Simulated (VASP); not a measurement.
# Nd (Im-3m) in VASP: single point with PBE

Aim: the single point of Nd with PBE.

Program: VASP 6.6.1. These are calculated values, not measurements. Logs are shortened: lines on timing, memory, paths and dates and some standing lists are left out, and cuts for length are marked.

### Step 1. The cell of the first run

The structure is cubic, space group Im-3m (No. 229). Conventional cell: a = 3.625 Å, b = 3.625 Å, c = 3.625 Å, α = 90.00°, β = 90.00°, γ = 90.00°. Within 4.1 Å of Nd (site symmetry m-3m) lie 14 Nd at 3.14 to 3.63 Å.

### Step 2. Single point, PBE

INCAR

```
  PREC = Accurate
  ENCUT = 520
  EDIFF = 1E-6
  ISMEAR = -1
  SIGMA = 0.13605693000000002
  LREAL = F
  LASPH = T
  NELM = 80
  ALGO = Normal
  ISIF = 2
  LWAVE = F
  LCHARG = F
  GGA = PE
  NBANDS = 13
```

KPOINTS

```
regular mesh
0
Gamma
  13 13 13
```

POSCAR

```
Nd
1.0
   -1.8126424779      1.8126424779      1.8126424779
    1.8126424779     -1.8126424779      1.8126424779
    1.8126424779      1.8126424779     -1.8126424779
Nd
1
Direct
    0.0000000000      0.0000000000      0.0000000000
```

Potentials or basis: VASP PAW PBE potentials, release 64 (Nd).

Started as:

```sh
$ cat potpaw_PBE.64/Nd/POTCAR > POTCAR
$ mpirun -np 1 vasp_std > vasp.out
```

OUTCAR:

```text
PREC = Accurate
   ENCUT = 520
   EDIFF = 1E-6
   ISMEAR = -1
   LREAL = F
   LASPH = T
   NELM = 80
   ISIF = 2
   GGA = PE

 ion  position               nearest neighbor table
   1  0.000  0.000  0.000-

  LATTYP: Found a body centered cubic cell.
 ALAT       =     3.6252849558

  Lattice vectors:

 A1 = (  -1.8126424779,   1.8126424779,   1.8126424779)
 A2 = (   1.8126424779,  -1.8126424779,   1.8126424779)
 A3 = (   1.8126424779,   1.8126424779,  -1.8126424779)

Analysis of symmetry for initial positions (statically):
=====================================================================
 Subroutine PRICEL returns:
 Original cell was already a primitive cell.

 Routine SETGRP: Setting up the symmetry group for a
 body centered cubic supercell.

 Subroutine GETGRP returns: Found 48 space group operations
 (whereof 48 operations were pure point group operations)
 out of a pool of 48 trial point group operations.

The static configuration has the point symmetry O_h .

Analysis of symmetry for dynamics (positions and initial velocities):
=====================================================================
 Subroutine PRICEL returns:
 Original cell was already a primitive cell.

 Routine SETGRP: Setting up the symmetry group for a
 body centered cubic supercell.

 Subroutine GETGRP returns: Found 48 space group operations
 (whereof 48 operations were pure point group operations)
 out of a pool of 48 trial point group operations.

The dynamic configuration has the point symmetry O_h .

 Subroutine INISYM returns: Found 48 space group operations
 (whereof 48 operations are pure point group operations),
 and found     1 'primitive' translations

----------------------------------------------------------------------------------------

                                     Primitive cell

  volume of cell :      23.8230

  direct lattice vectors                    reciprocal lattice vectors
    -1.812642478  1.812642478  1.812642478     0.000000000  0.275840386  0.275840386
     1.812642478 -1.812642478  1.812642478     0.275840386  0.000000000  0.275840386
     1.812642478  1.812642478 -1.812642478     0.275840386  0.275840386  0.000000000

  length of vectors
     3.139588868  3.139588868  3.139588868     0.390097214  0.390097214  0.390097214

  position of ions in fractional coordinates (direct lattice)
     0.000000000  0.000000000  0.000000000

  ion indices of the primitive-cell ions
   primitive index   ion index
                 1           1

----------------------------------------------------------------------------------------

 KPOINTS: regular mesh

Automatic generation of k-mesh.
 Grid dimensions read from file:
 generate k-points for:   13   13   13

 Generating k-lattice:

  Cartesian coordinates                     Fractional coordinates (reciprocal lattice)
     0.000000000  0.021218491  0.021218491     0.076923077  0.000000000  0.000000000
     0.021218491  0.000000000  0.021218491     0.000000000  0.076923077  0.000000000
     0.021218491  0.021218491  0.000000000     0.000000000  0.000000000  0.076923077

  Length of vectors
     0.030007478  0.030007478  0.030007478

  Shift w.r.t. Gamma in fractional coordinates (k-lattice)
     0.000000000  0.000000000  0.000000000

 Subroutine IBZKPT returns following result:
 ===========================================

 Found     84 irreducible k-points:

 Following reciprocal coordinates:
            Coordinates               Weight
  0.000000  0.000000  0.000000      1.000000
  0.076923  0.000000  0.000000     12.000000
  0.153846  0.000000  0.000000     12.000000
  0.230769  0.000000  0.000000     12.000000
  0.307692  0.000000  0.000000     12.000000
  0.384615  0.000000  0.000000     12.000000
[... 16 lines left out ...]
  0.153846  0.076923  0.076923     24.000000
  0.230769  0.076923  0.076923     24.000000
 [... further k-points ...]
   k-points           NKPTS =     84   k-points in BZ     NKDIM =     84   number of bands    NBANDS=     13
   number of dos      NEDOS =    301   number of ions     NIONS =      1
   total plane-waves  NPLWV =  13824
   dimension x,y,z NGX =    24 NGY =   24 NGZ =   24
   dimension x,y,z NGXF=    48 NGYF=   48 NGZF=   48
   ions per type =               1
   NGX,Y,Z   is equivalent  to a cutoff of  12.71, 12.71, 12.71 a.u.
   NGXF,Y,Z  is equivalent  to a cutoff of  25.42, 25.42, 25.42 a.u.
 SYSTEM =  unknown system
   PREC   = accura    normal or accurate (medium, high low for compatibility)
   ISTART =      0    job   : 0-new  1-cont  2-samecut
   ICHARG =      2    charge: 1-file 2-atom 10-const
   ISPIN  =      1    spin polarized calculation?
   LNONCOLLINEAR =      F non collinear calculations
   LSORBIT =      F    spin-orbit coupling
   LASPH  =      T    aspherical Exc in radial PAW
   ENCUT  =  520.0 eV  38.22 Ry    6.18 a.u.   5.84  5.84  5.84*2*pi/ulx,y,z
   NELM   =     80;   NELMIN=  2; NELMDL= -5     # of ELM steps
   EDIFF  = 0.1E-05   stopping-criterion for ELM
   LREAL  =      F    real-space projection
   EDIFFG = 0.1E-04   stopping-criterion for IOM
   NSW    =      0    number of steps for IOM
   IBRION =     -1    ionic relax: 0-MD 1-quasi-New 2-CG
   NFREE  =      0    steps in history (QN), initial steepest desc. (CG)
   ISIF   =      2    stress and relaxation
   ISYM   =      2    0-nonsym 1-usesym 2-fastsym
   POTIM  = 0.5000    time-step for ionic-motion
   TEBEG  =    0.0;   TEEND  =   0.0 temperature during run
   PSTRESS=    0.0 pullay stress
   NELECT =      14.0000    total number of electrons
   NUPDOWN=      -1.0000    fix difference up-down
   EMIN   =  10.00;   EMAX   =-10.00  energy-range for DOS
   EFERMI =   0.00;   METHOD = LEGACY
   ISMEAR =    -1;   SIGMA  =   0.14  broadening in eV -4-tet -1-fermi 0-gaus
   EFERMI_NEDOS =   21; number of points for ismear=-14 and -15
   IALGO  =     38    algorithm
   IMIX   =      4    mixing-type and parameters
     AMIX     =   0.40;   BMIX     =  1.00
     AMIX_MAG =   1.60;   BMIX_MAG =  1.00
  volume/ion in A,a.u.               =      23.82       160.77
  Fermi-wavevector in a.u.,A,eV,Ry     =   1.371256  2.591299 25.583638  1.880344
  Thomas-Fermi vector in A             =   2.496970
   LORBIT       =      0    0 simple, 1 ext, 2 COOP (PROOUT), +10 PAW based schemes
   GGA     = PE    functional components
   LHFCALC =     F    Hartree Fock is set to
   AEXX    =    0.0000 exact exchange contribution
   IVDW    =     0    specifies the selected vdW correction
   LEPSILON=     F    determine dielectric tensor
   LRPA    =     F    only Hartree local field effects (RPA)
 non-spin polarized calculation
  energy-cutoff  :      520.00
  volume of cell :       23.82
 maximum number of plane-waves:       658
   NGX = 11   NGY = 11   NGZ = 11

 number of electron      14.0000001 magnetization

 Free energy of the ion-electron system (eV)
  ---------------------------------------------------
  ext. energy  EPLUGINS =         0.00000000
  ---------------------------------------------------
  free energy    TOTEN  =        -5.20476124 eV

  energy without entropy =       -4.60568263  energy(sigma->0) =       -4.90522194

 E-fermi :   7.1902     XC(G=0): -11.7240

 val. band max:        7.1837443102   @ k =   0.2308   0.0769   0.0769
 cond. band min:       7.1917268290   @ k =  -0.4615  -0.4615   0.0769
 fundamental gap:      0.0079825188
 Fermi energy:         7.1901746207

 k-point     1 :       0.0000    0.0000    0.0000
  band No.  band energies     occupation
      1     -29.8804      2.00000
      2      -9.4375      2.00000
      3      -9.4375      2.00000
      4      -9.4375      2.00000
      5       4.1384      2.00000
      6       6.9889      1.62886
      7       6.9889      1.62886
      8       6.9889      1.62886
      9       7.7825      0.02539
     10       7.7825      0.02539
     11       7.7825      0.02539
     12       8.0388      0.00390
     13       9.5123      0.00000

 k-point     2 :       0.0769    0.0000    0.0000
  band No.  band energies     occupation
      1     -29.8495      2.00000
      2      -9.6487      2.00000
      3      -9.4958      2.00000
      4      -9.4415      2.00000
      5       4.4433      2.00000
      6       6.9516      1.70488
      7       6.9884      1.62998
      8       6.9941      1.61725
      9       7.7346      0.03592
     10       7.7440      0.03356
     11       7.7667      0.02847
     12       7.9593      0.00699
     13       9.3927      0.00000

 k-point     3 :       0.1538    0.0000    0.0000
  band No.  band energies     occupation
      1     -29.7625      2.00000
      2     -10.1988      2.00000
      3      -9.6534      2.00000
      4      -9.4529      2.00000
      5       5.1718      2.00000
      6       6.8825      1.81125
      7       6.9870      1.63317
      8       7.0079      1.58481
      9       7.6273      0.07738
     10       7.6378      0.07183
     11       7.7317      0.03669
     12       7.8984      0.01091
     13       9.0000      0.00000

 k-point     4 :       0.2308    0.0000    0.0000
  band No.  band energies     occupation
      1     -29.6367      2.00000
      2     -10.9065      2.00000
      3      -9.8662      2.00000
      4      -9.4692      2.00000
      5       5.6525      1.99998
      6       6.9845      1.63858
      7       7.0252      1.54152
      8       7.0457      1.48601
      9       7.5198      0.16296
     10       7.5828      0.10574
     11       7.7035      0.04495
     12       7.8843      0.01210
     13       8.5481      0.00009

 k-point     5 :       0.3077    0.0000    0.0000
  band No.  band energies     occupation
      1     -29.4985      2.00000
      2     -11.5942      2.00000
      3     -10.0815      2.00000
      4      -9.4871      2.00000
      5       5.4837      1.99999
      6       6.9808      1.64650
      7       7.0386      1.50574
      8       7.2633      0.73741
      9       7.4542      0.25115
     10       7.6787      0.05369
     11       7.7006      0.04587
     12       7.8818      0.01232
     13       8.1303      0.00199

 k-point     6 :       0.3846    0.0000    0.0000
  band No.  band energies     occupation
      1     -29.3802      2.00000
      2     -12.1272      2.00000
      3     -10.2525      2.00000
      4      -9.5024      2.00000
      5       5.1725      2.00000
      6       6.9761      1.65644
      7       7.0448      1.48851
      8       7.2646      0.73301
      9       7.4202      0.31137
     10       7.7193      0.04011
     11       7.7432      0.03375
     12       7.8212      0.01917
     13       7.8823      0.01228

 k-point     7 :       0.4615    0.0000    0.0000
  band No.  band energies     occupation
      1     -29.3117      2.00000
      2     -12.4162      2.00000
      3     -10.3463      2.00000
      4      -9.5111      2.00000
      5       4.9764      2.00000
      6       6.9722      1.66469
      7       7.0463      1.48438
      8       7.2467      0.79519
      9       7.4062      0.33938
     10       7.6596      0.06153
     11       7.7380      0.03505
     12       7.7450      0.03333
     13       7.8831      0.01221
[... 193 lines left out ...]
 k-point    20 :       0.3846    0.2308    0.0000
  band No.  band energies     occupation
      1     -29.2465      2.00000
      2     -12.0274      2.00000
      3     -11.0632      2.00000
      4      -9.8186      2.00000
      5       6.1163      1.99925
      6       6.9866      1.63401
      7       7.2115      0.92181
      8       7.3625      0.43966
      9       7.6232      0.07963
     10       7.6536      0.06420
     11       7.7379      0.03507
     12       7.8646      0.01397
     13       8.2260      0.00099

 k-point    21 :       0.3077    0.3077    0.0000
  band No.  band energies     occupation
      1     -29.2342      2.00000
      2     -11.8086      2.00000
      3     -11.3679      2.00000
      4      -9.8463      2.00000
      5       6.2590      1.99787
      6       7.0656      1.42844
      7       7.1781      1.04423
      8       7.3696      0.42202
      9       7.6396      0.07093
     10       7.6611      0.06089
     11       7.7310      0.03687
     12       8.0092      0.00485
     13       8.5778      0.00007

 k-point    22 :       0.0769    0.0769    0.0769
  band No.  band energies     occupation
      1     -29.7105      2.00000
      2     -10.5367      2.00000
      3      -9.5882      2.00000
      4      -9.5882      2.00000
      5       5.6066      1.99998
      6       6.8601      1.83754
      7       6.8601      1.83754
      8       7.0906      1.35042
      9       7.5764      0.11056
     10       7.6840      0.05170
     11       7.6840      0.05170
     12       7.8792      0.01256
     13       9.0035      0.00000

 k-point    23 :       0.1538    0.0769    0.0769
  band No.  band energies     occupation
      1     -29.5950      2.00000
      2     -11.1094      2.00000
      3      -9.8348      2.00000
      4      -9.6231      2.00000
      5       6.1622      1.99895
      6       6.8482      1.85021
      7       6.9080      1.77670
      8       7.1522      1.13868
      9       7.6038      0.09129
     10       7.6212      0.08077
     11       7.6580      0.06223
     12       7.8593      0.01452
     13       8.5635      0.00008

 k-point    24 :       0.2308    0.0769    0.0769
  band No.  band energies     occupation
      1     -29.4688      2.00000
      2     -11.6444      2.00000
      3     -10.1288      2.00000
      4      -9.6606      2.00000
      5       6.0320      1.99960
      6       6.8601      1.83761
      7       7.1837      1.02363
      8       7.2071      0.93805
      9       7.5205      0.16213
     10       7.6565      0.06290
     11       7.7461      0.03305
     12       7.8598      0.01447
     13       8.1763      0.00142

 [... further k-points ...]
[... 5 lines left out ...]
  --------------------------------------------------------------------------------------
  -------------------------------------------------------------------------------------
  Total        0.0474518      0.0474518      0.0474518      0.0000000      0.0000000     -0.0000000
  in kB        3.1912909      3.1912909      3.1912909      0.0000000      0.0000000     -0.0000000
  external PRESSURE =       3.1912909 kB  Pullay stress =       0.0000000 kB

 VOLUME and BASIS-vectors are now :
 -----------------------------------------------------------------------------
  energy-cutoff  :      520.00
  volume of cell :       23.82
      direct lattice vectors                 reciprocal lattice vectors
    -1.812642478  1.812642478  1.812642478     0.000000000  0.275840386  0.275840386
     1.812642478 -1.812642478  1.812642478     0.275840386  0.000000000  0.275840386
     1.812642478  1.812642478 -1.812642478     0.275840386  0.275840386  0.000000000

 POSITION                                       TOTAL-FORCE (eV/Angst)
 -----------------------------------------------------------------------------------
      0.00000      0.00000      0.00000         0.000000      0.000000     -0.000000
 -----------------------------------------------------------------------------------
    total drift:                                0.000000      0.000000     -0.000000

  FREE ENERGIE OF THE ION-ELECTRON SYSTEM (eV)
  ---------------------------------------------------
  free  energy   TOTEN  =        -5.2047612433 eV

  energy  without entropy=       -4.6056826309  energy(sigma->0) =       -4.90522194
```

Wall time 13 s (1 thread of Intel Xeon 6975P-C (Granite Rapids), shared host); peak memory 0.16 GiB.

Results:

| Quantity | Value |
| --- | --- |
| Free energy | -5.2048 eV |
| Pressure | 0.3 GPa |
| Band gap on the k mesh | zero (band 7 reaches 7.43 eV, above the bottom of band 8 at 6.99 eV) |

Caveat: spin-orbit coupling is left out, which moves the levels of the heavy elements.
